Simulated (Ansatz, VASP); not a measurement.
# Li8Pt6Pb in VASP and in Ansatz

File INCAR:

```
SYSTEM = Li8Pt6Pb
PREC     = Accurate       ! precision mode
ENCUT    = 520            ! plane-wave cutoff, eV
EDIFF    = 1E-6           ! SCF threshold, eV
ISMEAR   = 1              ! smearing method
SIGMA    = 0.1379         ! smearing width, eV
LREAL    = Auto         
LASPH    = .TRUE.         ! aspherical terms in the spheres
NELM     = 80             ! most SCF steps
ALGO     = Normal         ! electronic algorithm
ISIF     = 2              ! what is computed and relaxed
LWAVE    = .FALSE.        ! write WAVECAR
LCHARG   = .FALSE.        ! write CHGCAR
GGA      = PE             ! functional
NBANDS   = 62             ! bands
```

File KPOINTS:

```
Automatic mesh
0
G
  5 5 5
  0 0 0
```

The input POSCAR:

```
Li8Pt6Pb
1.0
    6.0254480000      0.0000000000      0.0000000000
   -3.0127240000      5.2181920000      0.0000000000
    0.0000000000     -3.4787910000      5.6634650000
Pb Pt Li
1 6 8
Direct
    0.0000000000      0.0000000000      0.0000000000
    0.3975000000      0.1540000000      0.2505000000
    0.0965000000      0.4940000000      0.2505000000
    0.7565000000      0.8530000000      0.2505000000
    0.6025000000      0.8460000000      0.7495000000
    0.9035000000      0.5060000000      0.7495000000
    0.2435000000      0.1470000000      0.7495000000
    0.3506000000      0.7012000000      0.0518000000
    0.6494000000      0.2988000000      0.9482000000
    0.4929000000      0.5958000000      0.3597000000
    0.7639000000      0.2568000000      0.3597000000
    0.1029000000      0.8668000000      0.3597000000
    0.5071000000      0.4042000000      0.6403000000
    0.2361000000      0.7432000000      0.6403000000
    0.8971000000      0.1332000000      0.6403000000
```

Input for Ansatz:

```yaml
crystal:
  lattice:
    - [6.025448, 0.0, 0.0]
    - [-3.012724, 5.218192, 0.0]
    - [0.0, -3.478791, 5.663465]
  atoms:
    - { symbol: Pb, position: [0.0, 0.0, 0.0] }
    - { symbol: Pt, position: [0.3975, 0.154, 0.2505] }
    - { symbol: Pt, position: [0.0965, 0.494, 0.2505] }
    - { symbol: Pt, position: [0.7565, 0.853, 0.2505] }
    - { symbol: Pt, position: [0.6025, 0.846, 0.7495] }
    - { symbol: Pt, position: [0.9035, 0.506, 0.7495] }
    - { symbol: Pt, position: [0.2435, 0.147, 0.7495] }
    - { symbol: Li, position: [0.3506, 0.7012, 0.0518] }
    - { symbol: Li, position: [0.6494, 0.2988, 0.9482] }
    - { symbol: Li, position: [0.4929, 0.5958, 0.3597] }
    - { symbol: Li, position: [0.7639, 0.2568, 0.3597] }
    - { symbol: Li, position: [0.1029, 0.8668, 0.3597] }
    - { symbol: Li, position: [0.5071, 0.4042, 0.6403] }
    - { symbol: Li, position: [0.2361, 0.7432, 0.6403] }
    - { symbol: Li, position: [0.8971, 0.1332, 0.6403] }
  symmetry: { tolerance: 0.0003 }
kpoints:
  mp_grid: { grid: [5, 5, 5], shift: [0, 0, 0] }
magnetization:
  spin_polarized: false
scf:
  occupations: { method: cold, width: 0.1379 }
  lower_state_search: "off"
  max_iter: 200
hamiltonian:
  pseudopotentials: { kind: paw }
  xc: pbe
basis:
  ecutwfc: 420
  fft_grid_basis: typed
output:
  forces: true
  stress: true
  eigenvalues: true
  bader: true
  populations: true
  elf: true
  write_potential: true
  volumetric_format: npy
  dos:
    e_range: [-12, 8]
    de: 0.05
    projected: { site_lists: { Li: [Li], Pb: [Pb], Pt: [Pt] } }
checkpoint:
  read: saved_state
```

Alike in both runs: task single point; functional PBE; k mesh 5 × 5 × 5; no spin polarisation.

```csv
,VASP,Ansatz
version,VASP 6.6.1,Ansatz 0.2.0
potentials or method,"VASP PAW PBE potentials, release 64 (Pb_d, Pt, Li_sv), cutoff 520 eV",PAW plane waves
occupations,"methfessel-paxton of order 1, width 0.1379 eV","cold, width 0.1379 eV"
valence electrons in the cell,98,146
```

VASP gave:

- rms of the force components (eV/Å): 0.819

What did Ansatz give for the same quantities?

rms of the force components (eV/Å): 0.810.

Atom by atom the forces differ by 0.022 eV/Å (rms over components). VASP's potentials hold 98 valence electrons a cell and Ansatz's 146, so a difference there can come from the potentials and not from the codes. Ansatz's warnings: structure snapped to symmetry.

Spin-orbit coupling is off throughout. Noted on VASP's run: the cutoff is short for stress, so the pressure is rough.
